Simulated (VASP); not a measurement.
A run of VASP 6.6.1:

The input INCAR:

```
SYSTEM = Co
PREC = Accurate ; ENCUT = 520
EDIFF = 1E-7 ; ISMEAR = -1
SIGMA = 0.05 ; LREAL = .False.
LASPH = .True. ; NELM = 150
ALGO = Normal ; ISIF = 2
LWAVE = .False. ; LCHARG = .False.
ISPIN = 2 ; MAGMOM = 1.7 -1.7
LORBIT = 11 ; LMAXMIX = 4
GGA = B5 ; ALDAX = 1.0
AGGAX = 1.0 ; AGGAC = 1.0
ALDAC = 0.0 ; NBANDS = 20
```

File KPOINTS:

```
regular mesh
0
Gamma
  11 11 11
  0 0 0
```

Contents of POSCAR:

```
Co
1.0
    2.8160622401      0.0000000000      0.0000000000
    0.0000000000      2.8160622401      0.0000000000
    0.0000000000      0.0000000000      2.8160622401
Co
2
Direct
    0.0000000000      0.0000000000      0.0000000000
    0.5000000000      0.5000000000      0.5000000000
```

Potentials or basis: VASP PAW PBE potentials, release 64 (Co).

Command:

```console
$ cat potpaw_PBE.64/Co/POTCAR > POTCAR
$ mpirun -np 1 vasp_std > vasp.out
```

Hardware: 1 thread of AMD EPYC 9R45 96-Core Processor (Zen 5) (shared host).

Question: Estimate the wall time of this run.

Answer: Run time: 46 s on 1 thread of AMD EPYC 9R45 96-Core Processor (Zen 5) (shared host), peak memory 0.14 GiB. Counts: scf iterations 16, k points 56.
